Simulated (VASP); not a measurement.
Wanted: the native input for a VASP 6.6.1 run.

- Task: single point
- Functional: PBE
- Dispersion: D3(BJ)
- Potentials or basis: VASP PAW PBE potentials, release 64 (Sn_d)
- Cutoff: 520 eV
- k mesh: 20 × 20 × 20
- Occupations: gaussian, width 0.15 eV
- Spin: no spin polarisation
- Dipole correction: no
- Further INCAR settings: ALGO = Fast; EDIFF = 1e-06; NBANDS = 13

The structure of Sn lies in POSCAR:

```
Sn
1.0
   -1.6880278518      1.6880278518      2.3868713825
    1.6880278518     -1.6880278518      2.3868713825
    1.6880278518      1.6880278518     -2.3868713825
Sn
1
Direct
    0.0000000000      0.0000000000      0.0000000000
```

This isn't the form of Sn at room conditions, which is tetragonal (white tin).

This cell differs from its parent crystal: ratio of the length along z to the lengths across it x 1.414, volume and fractional coordinates fixed.

These files were run (other wordings do the same):

INCAR

```
SYSTEM = Sn
PREC = Accurate
ENCUT = 520
EDIFF = 1E-6
ISMEAR = 0
SIGMA = 0.15
LREAL = .False.
LASPH = .True.
NELM = 100
ALGO = Fast
ISIF = 2
LWAVE = .False.
LCHARG = .False.
GGA = PE
IVDW = 12
NBANDS = 13
```

KPOINTS

```
Automatic mesh
0
Gamma
  20 20 20
  0 0 0
```

Potentials or basis: VASP PAW PBE potentials, release 64 (Sn_d).

The run is started by

```sh
$ cat potpaw_PBE.64/Sn_d/POTCAR > POTCAR
$ mpirun -np 1 vasp_std > vasp.out
```

It gave:

The pressure is -0.8 GPa. The band gap on the k mesh is zero (bands 7 and 8 overlap by 9.66 eV). The dispersion energy per atom is -0.385 eV.

Caveat: spin-orbit coupling is left out, which moves the levels of the heavy elements.

It took 6.2 min on 1 thread of Intel Xeon 8259CL, with other jobs on the host, peak memory 0.34 GiB.
